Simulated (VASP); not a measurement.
FeNi3:

```
Fe Ni
1.0
     3.54500    0.00000    0.00000
     0.00000    3.54500    0.00000
     0.00000    0.00000    3.54500
Fe Ni
1 3
Direct
  0.00000 0.00000 0.00000
  0.00000 0.50000 0.50000
  0.50000 0.00000 0.50000
  0.50000 0.50000 0.00000
```

```yaml
Program: VASP 6.6.1
Task: relaxation of cell and atoms
Functional: revPBE
Dispersion: D3(BJ)
Potentials_or_basis: VASP PAW PBE potentials, release 64 (Fe, Ni)
Cutoff: 600 eV
k_mesh: 9 × 9 × 9
Occupations: fermi-dirac, width 0.15 eV
Spin: collinear spin, ferromagnetic start
Starting_moments: "[3.5, 1.5, 1.5, 1.5] μB"
```

At the start: pressure -8.1 GPa; volume 11.14 Å³/atom.

**Question.** How do energy, volume and symmetry change on relaxing?

**Answer.** Over 3 steps the energy falls by 12.6 meV/atom and the volume is 10.67 Å³/atom (-4.2 %); space group Pm-3m (No. 221, to 0.1 Å) before and after; moment 4.63 μB per cell.

The path:
```
step  energy change (eV)  largest force (eV/Å)  pressure (GPa)  volume (Å³)
   1              0.0000                0.0000           -8.13        44.55
   2             -0.0045                0.0000            9.35        41.01
   3             -0.0504                0.0000            0.03        42.67
```

Final structure:
```cif
data_structure
_symmetry_space_group_name_H-M 'P 1'
_symmetry_Int_Tables_number 1
_cell_length_a 3.4943
_cell_length_b 3.4943
_cell_length_c 3.4943
_cell_angle_alpha 90.000
_cell_angle_beta 90.000
_cell_angle_gamma 90.000
_cell_volume 42.67
loop_
_atom_site_label
_atom_site_type_symbol
_atom_site_fract_x
_atom_site_fract_y
_atom_site_fract_z
_atom_site_occupancy
Fe1 Fe 0.00000 0.00000 0.00000 1
Ni1 Ni 0.00000 0.50000 0.50000 1
Ni2 Ni 0.50000 0.00000 0.50000 1
Ni3 Ni 0.50000 0.50000 0.00000 1
```

Caveat: the PAW data sets were made with another functional, which shifts forces and pressure a little.
